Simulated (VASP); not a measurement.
# AlRu (P4/mmm) in VASP: a series of runs

AlRu is run at these levels: PBE; tasks: single point, relaxation of cell and atoms.

All numbers are computed with VASP 6.6.1; they aren't measurements. Logs are shortened: lines on timing, memory, paths and dates and some standing lists are left out, and cuts for length are marked.

### 1 The cell of the first run

It takes space group P4/mmm (No. 123, tetragonal). Conventional cell: a = 3.458 Å, b = 3.458 Å, c = 2.758 Å, α = 90.00°, β = 90.00°, γ = 90.00°. Al (site symmetry 4/mmm) has 4 Ru at 2.45 Å and 2 Al at 2.76 Å within 3.2 Å. Ru (site symmetry 4/mmm) has 4 Al at 2.45 Å and 2 Ru at 2.76 Å within 3.2 Å.

The cell was generated, and may not be a known phase.

### 2 Single point, PBE

File INCAR:

```
SYSTEM = AlRu
PREC = Accurate
ENCUT = 520
EDIFF = 1E-6
ISMEAR = 0
SIGMA = 0.1
LREAL = .False.
LASPH = .True.
NELM = 100
ALGO = Fast
ISIF = 2
LWAVE = .False.
LCHARG = .False.
GGA = PE
NBANDS = 16
```

File KPOINTS:

```
regular mesh
0
Gamma
  16 16 20
  0 0 0
```

File POSCAR:

```
AlRu
1.0
    3.4577526198      0.0000000000      0.0000000000
    0.0000000000      3.4577526198      0.0000000000
    0.0000000000      0.0000000000      2.7578181422
Al Ru
1 1
Direct
    0.0000000000      0.0000000000      0.0000000000
    0.5000000000      0.5000000000      0.0000000000
```

Potentials or basis: VASP PAW PBE potentials, release 64 (Al, Ru_pv).

On the command line:

```bash
cat potpaw_PBE.64/Al/POTCAR potpaw_PBE.64/Ru_pv/POTCAR > POTCAR
mpirun -np 1 vasp_std > vasp.out
```

OUTCAR:

```text
SYSTEM = AlRu
   PREC = Accurate
   ENCUT = 520
   EDIFF = 1E-6
   ISMEAR = 0
   LREAL = .False.
   LASPH = .True.
   NELM = 100
   ISIF = 2
   GGA = PE

 ion  position               nearest neighbor table
   1  0.000  0.000  0.000-   2 2.45   2 2.45   2 2.45   2 2.45
   2  0.500  0.500  0.000-   1 2.45   1 2.45   1 2.45   1 2.45

  LATTYP: Found a simple tetragonal cell.
 ALAT       =     3.4577526198
 C/A-ratio  =     0.7975753171

  Lattice vectors:

 A1 = (   3.4577526198,   0.0000000000,   0.0000000000)
 A2 = (   0.0000000000,   3.4577526198,   0.0000000000)
 A3 = (   0.0000000000,   0.0000000000,   2.7578181422)

Analysis of symmetry for initial positions (statically):
=====================================================================
 Subroutine PRICEL returns:
 Original cell was already a primitive cell.

 Routine SETGRP: Setting up the symmetry group for a
 simple tetragonal supercell.

 Subroutine GETGRP returns: Found 16 space group operations
 (whereof 16 operations were pure point group operations)
 out of a pool of 16 trial point group operations.

The static configuration has the point symmetry D_4h.

Analysis of symmetry for dynamics (positions and initial velocities):
=====================================================================
 Subroutine PRICEL returns:
 Original cell was already a primitive cell.

 Routine SETGRP: Setting up the symmetry group for a
 simple tetragonal supercell.

 Subroutine GETGRP returns: Found 16 space group operations
 (whereof 16 operations were pure point group operations)
 out of a pool of 16 trial point group operations.

The dynamic configuration has the point symmetry D_4h.

 Subroutine INISYM returns: Found 16 space group operations
 (whereof 16 operations are pure point group operations),
 and found     1 'primitive' translations

----------------------------------------------------------------------------------------

                                     Primitive cell

  volume of cell :      32.9726

  direct lattice vectors                    reciprocal lattice vectors
     3.457752620  0.000000000  0.000000000     0.289205189  0.000000000  0.000000000
     0.000000000  3.457752620  0.000000000     0.000000000  0.289205189  0.000000000
     0.000000000  0.000000000  2.757818142     0.000000000  0.000000000  0.362605490

  length of vectors
     3.457752620  3.457752620  2.757818142     0.289205189  0.289205189  0.362605490

  position of ions in fractional coordinates (direct lattice)
     0.000000000  0.000000000  0.000000000
     0.500000000  0.500000000  0.000000000

  ion indices of the primitive-cell ions
   primitive index   ion index
                 1           1
                 2           2

----------------------------------------------------------------------------------------

 KPOINTS: regular mesh

Automatic generation of k-mesh.
 Grid dimensions read from file:
 generate k-points for:   16   16   20

 Generating k-lattice:

  Cartesian coordinates                     Fractional coordinates (reciprocal lattice)
     0.018075324  0.000000000  0.000000000     0.062500000  0.000000000  0.000000000
     0.000000000  0.018075324  0.000000000     0.000000000  0.062500000  0.000000000
     0.000000000  0.000000000  0.018130275     0.000000000  0.000000000  0.050000000

  Length of vectors
     0.018075324  0.018075324  0.018130275

  Shift w.r.t. Gamma in fractional coordinates (k-lattice)
     0.000000000  0.000000000  0.000000000

 Subroutine IBZKPT returns following result:
 ===========================================

 Found    495 irreducible k-points:

 Following reciprocal coordinates:
            Coordinates               Weight
  0.000000  0.000000  0.000000      1.000000
  0.062500  0.000000  0.000000      4.000000
  0.125000  0.000000  0.000000      4.000000
  0.187500  0.000000  0.000000      4.000000
  0.250000  0.000000  0.000000      4.000000
  0.312500  0.000000  0.000000      4.000000
[... 16 lines left out ...]
  0.437500  0.125000  0.000000      8.000000
  0.500000  0.125000  0.000000      4.000000
 [... further k-points ...]
   k-points           NKPTS =    495   k-points in BZ     NKDIM =    495   number of bands    NBANDS=     16
   number of dos      NEDOS =    301   number of ions     NIONS =      2
   total plane-waves  NPLWV =  18816
   dimension x,y,z NGX =    28 NGY =   28 NGZ =   24
   dimension x,y,z NGXF=    56 NGYF=   56 NGZF=   48
   ions per type =               1   1
   NGX,Y,Z   is equivalent  to a cutoff of  13.46, 13.46, 14.47 a.u.
   NGXF,Y,Z  is equivalent  to a cutoff of  26.92, 26.92, 28.94 a.u.
 SYSTEM =  AlRu
   PREC   = accura    normal or accurate (medium, high low for compatibility)
   ISTART =      0    job   : 0-new  1-cont  2-samecut
   ICHARG =      2    charge: 1-file 2-atom 10-const
   ISPIN  =      1    spin polarized calculation?
   LNONCOLLINEAR =      F non collinear calculations
   LSORBIT =      F    spin-orbit coupling
   LASPH  =      T    aspherical Exc in radial PAW
   ENCUT  =  520.0 eV  38.22 Ry    6.18 a.u.   6.43  6.43  5.13*2*pi/ulx,y,z
   NELM   =    100;   NELMIN=  2; NELMDL= -5     # of ELM steps
   EDIFF  = 0.1E-05   stopping-criterion for ELM
   LREAL  =      F    real-space projection
   EDIFFG = 0.1E-04   stopping-criterion for IOM
   NSW    =      0    number of steps for IOM
   IBRION =     -1    ionic relax: 0-MD 1-quasi-New 2-CG
   NFREE  =      0    steps in history (QN), initial steepest desc. (CG)
   ISIF   =      2    stress and relaxation
   ISYM   =      2    0-nonsym 1-usesym 2-fastsym
   POTIM  = 0.5000    time-step for ionic-motion
   TEBEG  =    0.0;   TEEND  =   0.0 temperature during run
   PSTRESS=    0.0 pullay stress
   NELECT =      17.0000    total number of electrons
   NUPDOWN=      -1.0000    fix difference up-down
   EMIN   =  10.00;   EMAX   =-10.00  energy-range for DOS
   EFERMI =   0.00;   METHOD = LEGACY
   ISMEAR =     0;   SIGMA  =   0.10  broadening in eV -4-tet -1-fermi 0-gaus
   EFERMI_NEDOS =   21; number of points for ismear=-14 and -15
   IALGO  =     68    algorithm
   IMIX   =      4    mixing-type and parameters
     AMIX     =   0.40;   BMIX     =  1.00
     AMIX_MAG =   1.60;   BMIX_MAG =  1.00
  volume/ion in A,a.u.               =      16.49       111.26
  Fermi-wavevector in a.u.,A,eV,Ry     =   1.312724  2.480688 23.446150  1.723243
  Thomas-Fermi vector in A             =   2.443096
   LORBIT       =      0    0 simple, 1 ext, 2 COOP (PROOUT), +10 PAW based schemes
   GGA     = PE    functional components
   LHFCALC =     F    Hartree Fock is set to
   AEXX    =    0.0000 exact exchange contribution
   IVDW    =     0    specifies the selected vdW correction
   LEPSILON=     F    determine dielectric tensor
   LRPA    =     F    only Hartree local field effects (RPA)
 non-spin polarized calculation
 RMM-DIIS sequential band-by-band and
 Gauss-broadening in eV      SIGMA  =   0.10
  energy-cutoff  :      520.00
  volume of cell :       32.97
 maximum number of plane-waves:       906
 NGX is ok and might be reduce to    28
   NGX = 13   NGY = 13   NGZ = 11

 number of electron      17.0000000 magnetization

 Free energy of the ion-electron system (eV)
  ---------------------------------------------------
  ext. energy  EPLUGINS =         0.00000000
  ---------------------------------------------------
  free energy    TOTEN  =       -12.00669512 eV

  energy without entropy =      -11.99365077  energy(sigma->0) =      -12.00017294

 E-fermi :   8.4188     XC(G=0): -11.4222

 val. band max:        8.4168980922   @ k =   0.3750   0.1875   0.0000
 cond. band min:       8.4218133818   @ k =   0.3125   0.1875   0.3500
 fundamental gap:      0.0049152897
 Fermi energy:         8.4188266229

 k-point     1 :       0.0000    0.0000    0.0000
  band No.  band energies     occupation
      1     -33.7838      2.00000
      2     -33.7838      2.00000
      3     -33.3207      2.00000
      4      -0.5621      2.00000
      5       4.8857      2.00000
      6       5.2012      2.00000
[... 8 lines left out ...]
     15      20.4291      0.00000
     16      23.3132      0.00000

 k-point     2 :       0.0625    0.0000    0.0000
  band No.  band energies     occupation
      1     -33.7856      2.00000
      2     -33.7837      2.00000
      3     -33.3206      2.00000
      4      -0.5064      2.00000
      5       4.8949      2.00000
      6       5.2083      2.00000
[... 8 lines left out ...]
     15      20.4289      0.00000
     16      23.2232      0.00000

 k-point     3 :       0.1250    0.0000    0.0000
  band No.  band energies     occupation
      1     -33.7906      2.00000
      2     -33.7834      2.00000
      3     -33.3203      2.00000
      4      -0.3409      2.00000
      5       4.9095      2.00000
      6       5.2282      2.00000
[... 8 lines left out ...]
     15      20.4288      0.00000
     16      23.0444      0.00000

 k-point     4 :       0.1875    0.0000    0.0000
  band No.  band energies     occupation
      1     -33.7982      2.00000
      2     -33.7830      2.00000
      3     -33.3199      2.00000
      4      -0.0696      2.00000
      5       4.8884      2.00000
      6       5.2567      2.00000
[... 8 lines left out ...]
     15      20.4292      0.00000
     16      22.4436      0.00000
[... 324 lines left out ...]
 k-point    22 :       0.3750    0.1250    0.0000
  band No.  band energies     occupation
      1     -33.8227      2.00000
      2     -33.7881      2.00000
      3     -33.3183      2.00000
      4       1.4081      2.00000
      5       4.0714      2.00000
      6       5.3585      2.00000
[... 8 lines left out ...]
     15      20.4189      0.00000
     16      20.4385      0.00000

 k-point    23 :       0.4375    0.1250    0.0000
  band No.  band energies     occupation
      1     -33.8277      2.00000
      2     -33.7878      2.00000
      3     -33.3180      2.00000
      4       1.8934      2.00000
      5       3.5852      2.00000
      6       5.3863      2.00000
[... 8 lines left out ...]
     15      20.5468      0.00000
     16      20.8609      0.00000

 k-point    24 :       0.5000    0.1250    0.0000
  band No.  band energies     occupation
      1     -33.8295      2.00000
      2     -33.7876      2.00000
      3     -33.3179      2.00000
      4       2.1595      2.00000
      5       3.3162      2.00000
      6       5.4033      2.00000
[... 8 lines left out ...]
     15      20.5734      0.00000
     16      21.1571      0.00000

 [... further k-points ...]
[... 5 lines left out ...]
  --------------------------------------------------------------------------------------
  -------------------------------------------------------------------------------------
  Total        0.0482879      0.0482879      0.0173711      0.0000000      0.0000000     -0.0000000
  in kB        2.3463652      2.3463652      0.8440801      0.0000000      0.0000000     -0.0000000
  external PRESSURE =       1.8456035 kB  Pullay stress =       0.0000000 kB

 VOLUME and BASIS-vectors are now :
 -----------------------------------------------------------------------------
  energy-cutoff  :      520.00
  volume of cell :       32.97
      direct lattice vectors                 reciprocal lattice vectors
     3.457752620  0.000000000  0.000000000     0.289205189  0.000000000  0.000000000
     0.000000000  3.457752620  0.000000000     0.000000000  0.289205189  0.000000000
     0.000000000  0.000000000  2.757818142     0.000000000  0.000000000  0.362605490

 POSITION                                       TOTAL-FORCE (eV/Angst)
 -----------------------------------------------------------------------------------
      0.00000      0.00000      0.00000         0.000000      0.000000      0.000000
      1.72888      1.72888      0.00000         0.000000      0.000000      0.000000
 -----------------------------------------------------------------------------------
    total drift:                                0.000000      0.000000     -0.000000

  FREE ENERGIE OF THE ION-ELECTRON SYSTEM (eV)
  ---------------------------------------------------
  free  energy   TOTEN  =       -12.0066951212 eV

  energy  without entropy=      -11.9936507668  energy(sigma->0) =      -12.00017294
```

Run time: 6.1 min. Hardware: 1 thread of Intel Xeon 8259CL, shared host; peak memory 0.36 GiB.

What came out:

- Free energy: -12.0067 eV
- Pressure: 0.2 GPa
- Band gap on the k mesh: zero (an odd number of electrons rules out a gap without spin polarisation)

Stress tensor (GPa, compression positive):
```
0.23 0.00 0.00
0.00 0.23 0.00
0.00 0.00 0.08
```

Levels at points of the mesh, in eV from the Fermi level:
| k point | band 5 | band 6 | band 7 | band 8 | band 9 | band 10 | band 11 | band 12 | band 13 | band 14 |
| --- | --- | --- | --- | --- | --- | --- | --- | --- | --- | --- |
| (0.00, 0.00, 0.00) | -3.53 | -3.22 | -1.79 | 0.42 | 0.42 | 2.86 | 2.86 | 6.21 | 9.48 | 10.21 |
| (0.50, 0.00, 0.00) | -5.38 | -3.08 | -3.04 | -0.11 | 0.01 | 0.50 | 6.36 | 8.15 | 9.05 | 11.84 |
| (0.50, 0.50, 0.00) | -2.96 | -2.15 | -2.15 | -0.21 | 0.01 | 0.01 | 1.37 | 2.27 | 12.01 | 12.26 |
| (0.00, 0.00, 0.50) | -3.36 | -2.64 | -1.99 | -1.99 | -1.40 | 3.66 | 6.37 | 6.37 | 8.86 | 10.01 |
| (0.50, 0.00, 0.50) | -3.40 | -2.31 | -1.70 | -1.59 | 0.23 | 1.26 | 2.47 | 5.17 | 9.20 | 10.85 |
| (0.50, 0.50, 0.50) | -3.35 | -3.35 | -0.15 | 0.04 | 0.59 | 1.54 | 1.54 | 5.71 | 6.88 | 8.31 |

### 3 Relaxation of cell and atoms, PBE

This run uses another cell than the first one, of 16.37 Å³/atom.

File INCAR:

```
  PREC = Accurate
  ENCUT = 600
  EDIFF = 1E-7
  ISMEAR = 0
  SIGMA = 0.1
  LREAL = False
  LASPH = True
  NELM = 100
  ALGO = Fast
  ISIF = 3
  LWAVE = False
  LCHARG = False
  GGA = PE
  IBRION = 2
  NSW = 100
  EDIFFG = -0.01
```

File KPOINTS:

```
Automatic mesh
0
Gamma
  16 16 20
```

File POSCAR:

```
AlRu
1.0
    3.5018992749      0.0000000000      0.0000000000
    0.0000000000      3.5018992749      0.0000000000
    0.0000000000      0.0000000000      2.6691164422
Al Ru
1 1
Direct
    0.0000000000      0.0000000000      0.0000000000
    0.5000000000      0.5000000000      0.0000000000
```

Potentials or basis: VASP PAW PBE potentials, release 64 (Al, Ru_pv).

On the command line:

```bash
cat potpaw_PBE.64/Al/POTCAR potpaw_PBE.64/Ru_pv/POTCAR > POTCAR
mpirun -np 1 vasp_std > vasp.out
```

OUTCAR:

```text
PREC = Accurate
   ENCUT = 600
   EDIFF = 1E-7
   ISMEAR = 0
   LREAL = False
   LASPH = True
   NELM = 100
   ISIF = 3
   GGA = PE
   IBRION = 2
   NSW = 100
   EDIFFG = -0.01

 ion  position               nearest neighbor table
   1  0.000  0.000  0.000-   2 2.48   2 2.48   2 2.48   2 2.48
   2  0.500  0.500  0.000-   1 2.48   1 2.48   1 2.48   1 2.48

  LATTYP: Found a simple tetragonal cell.
 ALAT       =     3.5018992749
 C/A-ratio  =     0.7621910948

  Lattice vectors:

 A1 = (   3.5018992749,   0.0000000000,   0.0000000000)
 A2 = (   0.0000000000,   3.5018992749,   0.0000000000)
 A3 = (   0.0000000000,   0.0000000000,   2.6691164422)

Analysis of symmetry for initial positions (statically):
=====================================================================
 Subroutine PRICEL returns:
 Original cell was already a primitive cell.

 Routine SETGRP: Setting up the symmetry group for a
 simple tetragonal supercell.

 Subroutine GETGRP returns: Found 16 space group operations
 (whereof 16 operations were pure point group operations)
 out of a pool of 16 trial point group operations.

[... 273 lines left out ...]
--------------------------------------- Ionic step        9  -------------------------------------------

 number of electron      16.9999996 magnetization

------------------------ aborting loop because EDIFF is reached ----------------------------------------
[... 67 lines left out ...]
--------------------------------------- Ionic step       11  -------------------------------------------

 number of electron      16.9999996 magnetization

 Free energy of the ion-electron system (eV)
  ---------------------------------------------------
  ext. energy  EPLUGINS =         0.00000000
  ---------------------------------------------------
  free energy    TOTEN  =       -12.00673066 eV

  energy without entropy =      -11.99374336  energy(sigma->0) =      -12.00023701

 E-fermi :   8.5429     XC(G=0): -11.4561

 val. band max:        8.5385329106   @ k =   0.0625   0.0000   0.1000
 cond. band min:       8.5433250224   @ k =   0.4375   0.1875   0.1000
 fundamental gap:      0.0047921118
 Fermi energy:         8.5429371137

 k-point     1 :       0.0000    0.0000    0.0000
  band No.  band energies     occupation
      1     -33.7000      2.00000
      2     -33.7000      2.00000
      3     -33.2847      2.00000
      4      -0.5311      2.00000
      5       5.0050      2.00000
      6       5.1133      2.00000
      7       6.7083      2.00000
      8       9.0048      0.00000
      9       9.0048      0.00000
     10      11.1397      0.00000
     11      11.1397      0.00000
     12      14.4593      0.00000
[... 331 lines left out ...]
 k-point    24 :       0.5000    0.1250    0.0000
  band No.  band energies     occupation
      1     -33.7419      2.00000
      2     -33.7035      2.00000
      3     -33.2823      2.00000
      4       2.1189      2.00000
      5       3.3551      2.00000
      6       5.2936      2.00000
      7       5.4951      2.00000
      8       8.4571      1.77495
      9       8.5627      0.77963
     10       9.0079      0.00000
     11      13.6727      0.00000
     12      15.1271      0.00000

 [... further k-points ...]
[... 5 lines left out ...]
  --------------------------------------------------------------------------------------
  -------------------------------------------------------------------------------------
  Total       -0.0159951     -0.0159951      0.0012832      0.0000000      0.0000000      0.0000000
  in kB       -0.7811021     -0.7811021      0.0626635      0.0000000      0.0000000      0.0000000
  external PRESSURE =      -0.4998469 kB  Pullay stress =       0.0000000 kB
[... 17 lines left out ...]
  FREE ENERGIE OF THE ION-ELECTRON SYSTEM (eV)
  ---------------------------------------------------
  free  energy   TOTEN  =       -12.0067306615 eV

  energy  without entropy=      -11.9937433635  energy(sigma->0) =      -12.00023701

 reached required accuracy - stopping structural energy minimisation
```

It took 30 min on 1 thread of Intel Xeon 8259CL, shared host; peak memory 0.4 GiB.

What came out:

| Item | Value |
| --- | --- |
| Free energy | -12.0067 eV |
| Relaxed volume | 16.40 Å³/atom |
| Relaxed cell | a = 3.483 Å, b = 3.483 Å, c = 2.704 Å, α = 90.00°, β = 90.00°, γ = 90.00° |
| Space group after relaxing (to 0.1 Å) | P4/mmm (No. 123) |
| Energy gained by relaxing | 0.3 meV/atom |
| Ionic steps | 11 |
| Pressure after relaxing | 0.0 GPa |
| Band gap on the k mesh | zero (an odd number of electrons rules out a gap without spin polarisation) |

The path:
```csv
step,energy change (eV),largest force (eV/Å),pressure (GPa),volume (Å³)
1,0.0000,0.0000,-0.11,32.73
2,-0.0002,0.0000,0.17,32.68
3,-0.0003,0.0000,0.34,32.65
4,-0.0004,0.0000,0.23,32.68
5,-0.0005,0.0000,0.14,32.71
6,-0.0006,0.0000,-0.05,32.78
7,-0.0006,0.0000,-0.41,32.91
8,-0.0006,0.0000,-0.15,32.82
9,-0.0006,0.0000,-0.22,32.84
10,-0.0006,0.0000,-0.19,32.83
11,-0.0007,0.0000,-0.05,32.81
```

Final structure:
```cif
data_structure
_symmetry_space_group_name_H-M 'P 1'
_symmetry_Int_Tables_number 1
_cell_length_a 3.4832
_cell_length_b 3.4832
_cell_length_c 2.7041
_cell_angle_alpha 90.000
_cell_angle_beta 90.000
_cell_angle_gamma 90.000
_cell_volume 32.81
loop_
_atom_site_label
_atom_site_type_symbol
_atom_site_fract_x
_atom_site_fract_y
_atom_site_fract_z
_atom_site_occupancy
Al1 Al 0.00000 0.00000 0.00000 1
Ru1 Ru 0.50000 0.50000 0.00000 1
```

Levels at points of the mesh, in eV from the Fermi level:
| k point | band 7 | band 8 | band 9 | band 10 | band 11 | band 12 |
| --- | --- | --- | --- | --- | --- | --- |
| (0.00, 0.00, 0.00) | -1.83 | 0.46 | 0.46 | 2.60 | 2.60 | 5.92 |
| (0.50, 0.00, 0.00) | -3.13 | -0.10 | 0.01 | 0.53 | 6.11 | 7.83 |
| (0.50, 0.50, 0.00) | -2.30 | -0.28 | 0.10 | 0.10 | 1.18 | 2.10 |
| (0.00, 0.00, 0.50) | -2.20 | -2.20 | -1.38 | 3.86 | 6.37 | 6.37 |
| (0.50, 0.00, 0.50) | -1.92 | -1.46 | 0.20 | 1.26 | 2.22 | 5.40 |
| (0.50, 0.50, 0.50) | -0.33 | 0.01 | 0.58 | 1.64 | 1.64 | 5.70 |
